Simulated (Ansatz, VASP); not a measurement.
# B4Cl3 in VASP and in Ansatz

```
B Cl
1.0
     5.40127    0.00000    0.00000
    -2.70064    4.67764    0.00000
     0.00000    0.00000    5.10078
B Cl
4 3
Direct
  0.33333 0.66667 0.64938
  0.33333 0.66667 0.35062
  0.66667 0.33333 0.35062
  0.66667 0.33333 0.64938
  0.33333 0.66667 0.00000
  0.66667 0.33333 0.00000
  0.00000 0.00000 0.00000
```

Alike in both runs: functional PBE; k mesh 9 × 9 × 6; occupations gaussian, width 0.1 eV; no spin polarisation.

Ansatz relaxed the structure, and its values are those at the end. VASP's run is a single point on that final structure, the one shown.

|  | VASP | Ansatz |
| --- | --- | --- |
| version | VASP 6.6.1 | Ansatz 0.2.0 |
| potentials or method | VASP PAW PBE potentials, release 64 (B, Cl), cutoff 520 eV | scalar-relativistic, plane waves, PAW |
| valence electrons in the cell | 33 | 33 |

|  | VASP | Ansatz | Ansatz less VASP |
| --- | --- | --- | --- |
| gap on the k mesh at the Fermi level (eV) | none | none | - |
| pressure (GPa) | -0.2 | 0.0 | +0.19 |
| rms of the force components (eV/Å) | 0.002 | 0.003 | +0.0012 |

A gap of «none» marks a metal or a gap that the smearing closes. With one functional, cell and mesh, what is left measures potentials, basis and numerics.
